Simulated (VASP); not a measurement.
# TiTe2 (P-3m1) in VASP: settings compared, part 2 of 2

VASP 6.6.1.

### 5 Relaxation of cell and atoms, PBE, target pressure 2 GPa, at which the enthalpy is minimised

Contents of INCAR:

```
  PREC = Accurate
  ENCUT = 600
  EDIFF = 1E-6
  ISMEAR = -1
  SIGMA = 0.05
  LREAL = F
  LASPH = T
  NELM = 100
  ALGO = Normal
  ISIF = 3
  LWAVE = F
  LCHARG = F
  GGA = PE
  IBRION = 2
  NSW = 60
  EDIFFG = -0.01
  PSTRESS = 20.0
```

Contents of KPOINTS:

```
Automatic mesh
0
Gamma
  8 8 4
```

Contents of POSCAR:

```
TiTe2
1.0
    3.7770000000      0.0000000000      0.0000000000
   -1.8885000000      3.2709779501      0.0000000000
    0.0000000000      0.0000000000      6.4980000000
Te Ti
2 1
Direct
    0.3333333333      0.6666666667      0.7372000000
    0.6666666667      0.3333333333      0.2628000000
    0.0000000000      0.0000000000      0.0000000000
```

Potentials or basis: VASP PAW PBE potentials, release 64 (Te, Ti_sv).

Launch:

```bash
cat potpaw_PBE.64/Te/POTCAR potpaw_PBE.64/Ti_sv/POTCAR > POTCAR
mpirun -np 1 vasp_std > vasp.out
```

OUTCAR:

```text
PREC = Accurate
   ENCUT = 600
   EDIFF = 1E-6
   ISMEAR = -1
   LREAL = F
   LASPH = T
   NELM = 100
   ISIF = 3
   GGA = PE
   IBRION = 2
   NSW = 60
   EDIFFG = -0.01
   PSTRESS = 20.0

 ion  position               nearest neighbor table
   1  0.333  0.667  0.737-   3 2.77   3 2.77   3 2.77
   2  0.667  0.333  0.263-   3 2.77   3 2.77   3 2.77
   3  0.000  0.000  0.000-   1 2.77   2 2.77   2 2.77   1 2.77   2 2.77   1 2.77

  LATTYP: Found a hexagonal cell.
 ALAT       =     3.7770000000
 C/A-ratio  =     1.7204130262

  Lattice vectors:

 A1 = (   3.7770000000,   0.0000000000,   0.0000000000)
 A2 = (  -1.8885000000,   3.2709779501,   0.0000000000)
 A3 = (   0.0000000000,   0.0000000000,   6.4980000000)

Analysis of symmetry for initial positions (statically):
=====================================================================
 Subroutine PRICEL returns:
 Original cell was already a primitive cell.

 Routine SETGRP: Setting up the symmetry group for a
 hexagonal supercell.

 Subroutine GETGRP returns: Found 12 space group operations
 (whereof 12 operations were pure point group operations)
 out of a pool of 24 trial point group operations.

The static configuration has the point symmetry D_3d.

Analysis of symmetry for dynamics (positions and initial velocities):
=====================================================================
 Subroutine PRICEL returns:
 Original cell was already a primitive cell.

 Routine SETGRP: Setting up the symmetry group for a
 hexagonal supercell.

 Subroutine GETGRP returns: Found 12 space group operations
 (whereof 12 operations were pure point group operations)
 out of a pool of 24 trial point group operations.

The dynamic configuration has the point symmetry D_3d.

 Subroutine INISYM returns: Found 12 space group operations
 (whereof 12 operations are pure point group operations),
 and found     1 'primitive' translations

----------------------------------------------------------------------------------------

[... 125 lines left out ...]
 conjugate gradient relaxation of ions
 non-spin polarized calculation
  energy-cutoff  :      600.00
  volume of cell :       80.28
 maximum number of plane-waves:      2714
   NGX = 15   NGY = 15   NGZ = 25

--------------------------------------- Ionic step        1  -------------------------------------------

 number of electron      24.0000002 magnetization

 Free energy of the ion-electron system (eV)
  ---------------------------------------------------
  ext. energy  EPLUGINS =         0.00000000
  ---------------------------------------------------
  free energy    TOTEN  =       -16.21538376 eV

  energy without entropy =      -16.20394682  energy(sigma->0) =      -16.20966529

------------------------ aborting loop because EDIFF is reached ----------------------------------------

  FORCE on cell =-STRESS in cart. coord.  units (eV):
  Direction    XX          YY          ZZ          XY          YZ          ZX
  --------------------------------------------------------------------------------------
  -------------------------------------------------------------------------------------
  Total        0.3509150      0.3509150      0.6393181      0.0000000      0.0000000      0.0000000
  in kB        7.0033885      7.0033885     12.7591952      0.0000000      0.0000000      0.0000000
  external PRESSURE =     -11.0780093 kB  Pullay stress =      20.0000000 kB
[... 100 lines left out ...]
  energy  without entropy=      -16.1912188986  energy(sigma->0) =      -16.19696925

  enthalpy is  TOTEN    =       -15.2186495779 eV   P V=        0.9840700260

 E-fermi :   7.1381     XC(G=0):  -9.9932

 val. band max:        7.1357980687   @ k =   0.5000   0.0000   0.0000
 cond. band min:       7.1414320634   @ k =   0.1250   0.0000   0.0000
 fundamental gap:      0.0056339946
 Fermi energy:         7.1381316526

 k-point     1 :       0.0000    0.0000    0.0000
  band No.  band energies     occupation
      1     -50.2727      2.00000
      2     -26.5323      2.00000
      3     -26.5323      2.00000
      4     -26.5006      2.00000
      5      -5.4052      2.00000
      6      -3.8629      2.00000
[... 435 lines left out ...]
      5      -3.6354      2.00000
      6      -3.2622      2.00000
[... 8 lines left out ...]
     15       8.5679      0.00000
     16       9.2423      0.00000

 [... further k-points ...]

[... ionic steps 4 to 8 ...]

--------------------------------------- Ionic step        9  -------------------------------------------

 number of electron      24.0000003 magnetization

------------------------ aborting loop because EDIFF is reached ----------------------------------------
[... 73 lines left out ...]
--------------------------------------- Ionic step       11  -------------------------------------------

 number of electron      24.0000003 magnetization

 Free energy of the ion-electron system (eV)
  ---------------------------------------------------
  ext. energy  EPLUGINS =         0.00000000
  ---------------------------------------------------
  free energy    TOTEN  =       -16.19463209 eV

  energy without entropy =      -16.18289990  energy(sigma->0) =      -16.18876600

 E-fermi :   7.1942     XC(G=0): -10.0191

 val. band max:        7.1905329983   @ k =   0.1250   0.0000   0.0000
 cond. band min:       7.1956732611   @ k =   0.5000   0.0000   0.0000
 fundamental gap:      0.0051402628
 Fermi energy:         7.1942365793

 k-point     1 :       0.0000    0.0000    0.0000
  band No.  band energies     occupation
      1     -50.2184      2.00000
      2     -26.4783      2.00000
      3     -26.4783      2.00000
      4     -26.4459      2.00000
      5      -5.3699      2.00000
      6      -3.7791      2.00000
[... 481 lines left out ...]
  energy  without entropy=      -16.1828999048  energy(sigma->0) =      -16.18876600

  enthalpy is  TOTEN    =       -15.2229818148 eV   P V=        0.9716502715

 reached required accuracy - stopping structural energy minimisation
```

Wall time 3.4 min (1 thread of Intel Xeon 6975P-C (Granite Rapids), shared host); peak memory 0.26 GiB.

Results:

- Free energy: -16.1946 eV
- Relaxed volume: 25.95 Å³/atom
- Relaxed cell: a = 3.734 Å, b = 3.734 Å, c = 6.445 Å, α = 90.00°, β = 90.00°, γ = 120.00°
- Space group after relaxing (to 0.05 Å): P-3m1 (No. 164)
- Energy change on relaxing (the enthalpy is what falls): +6.9 meV/atom
- Ionic steps: 11
- Pressure after relaxing: 2.0 GPa
- Band gap on the k mesh: zero (band 12 reaches 7.63 eV, above the bottom of band 13 at 6.87 eV)

The path:
```
step  energy change (eV)  largest force (eV/Å)  pressure (GPa)  volume (Å³)
   1              0.0000                0.0218            0.89        80.28
   2              0.0225                0.2316            2.70        78.15
   3              0.0127                0.1618            2.09        78.83
   4              0.0136                0.1016            2.03        78.57
   5              0.0169                0.0234            1.97        78.23
   6              0.0165                0.0307            1.98        78.26
   7              0.0170                0.0220            1.96        78.18
   8              0.0194                0.0046            1.92        77.95
   9              0.0197                0.0081            1.92        77.92
  10              0.0236                0.0279            2.20        77.62
  11              0.0208                0.0019            2.00        77.84
```

Final structure:
```
Te Ti
1.0
     3.73431    0.00000    0.00000
    -1.86715    3.23401    0.00000
     0.00000    0.00000    6.44524
Te Ti
2 1
Direct
  0.33333 0.66667 0.73277
  0.66667 0.33333 0.26723
  0.00000 0.00000 0.00000
```

Caveat: the cell is relaxed towards a set pressure, so the enthalpy falls and the energy may rise; spin-orbit coupling is left out, which moves the levels of the heavy elements; this functional lacks dispersion, which binds the layers, so the pressure and a relaxed spacing across them are unreliable.

### 6 Overview

| task | level | spin | cell | cutoff (eV) | gap on the mesh (eV) | pressure (GPa) | relaxed volume (Å³/atom) |
| --- | --- | --- | --- | --- | --- | --- | --- |
| relaxation of cell and atoms | PBE+D4 | off | relaxed | 600 | none | 0.0 | 25.68 |
| single point | PBE | non-collinear, zero start, SOC | as given | 520 | - | 1.0 | - |
| relaxation of cell and atoms | PBE | off | relaxed | 600 | none | 0.0 | 27.81 |
| relaxation of cell and atoms | PBE | off | relaxed to 2 GPa | 600 | none | 2.0 | - |

Alike in all rows: potentials or basis VASP PAW PBE potentials, release 64 (Te, Ti_sv); k mesh 8 × 8 × 4; smearing fermi-dirac 0.05 eV.

Caveats: spin-orbit coupling is left out, which moves the levels of the heavy elements (some runs); this functional lacks dispersion, which binds the layers, so the pressure and a relaxed spacing across them are unreliable (some runs); the cell is relaxed towards a set pressure, so the enthalpy falls and the energy may rise (some runs).

Absolute energies hang on the potentials; compare differences alone.
